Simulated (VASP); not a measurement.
GaN, 2 atoms in the cell. Symmetry: F-43m, No. 216, cubic system. The conventional cell has a = 4.498 Å, b = 4.498 Å, c = 4.498 Å, α = 90.00°, β = 90.00°, γ = 90.00°. Ga (site symmetry -43m) has 4 N at 1.95 Å within 2.6 Å. N (site symmetry -43m) has 4 Ga at 1.95 Å within 2.6 Å. 

| Quantity | Value |
| --- | --- |
| Program | VASP 6.6.1 |
| Task | single point |
| Functional | PBE |
| Potentials or basis | VASP PAW PBE potentials, release 64 (Ga_d, N) |
| Cutoff | 520 eV |
| k mesh | 10 × 10 × 10 |
| Occupations | gaussian, width 0.01 eV |
| Spin | non-collinear spin, zero start, spin-orbit coupling |
| Starting moments | [[0.0, 0.0, 0.0], [0.0, 0.0, 0.0]] μB |
| Dipole correction | no |
| Further INCAR settings | ALGO = Normal; EDIFF = 1e-06; NBANDS = 30 |

Potentials or basis: VASP PAW PBE potentials, release 64 (Ga_d, N).

The run is started by

```bash
$ cat potpaw_PBE.64/Ga_d/POTCAR potpaw_PBE.64/N/POTCAR > POTCAR
$ mpirun -np 1 vasp_ncl > vasp.out
```

Hardware: 1 thread of AMD EPYC 9R45 96-Core Processor (Zen 5), on a shared host.

Problem. How long does it take, and how much memory?

Solution. Wall time 63 s on 1 thread of AMD EPYC 9R45 96-Core Processor (Zen 5) (shared host), peak memory 0.21 GiB. Counts: scf iterations 15, k points 73.
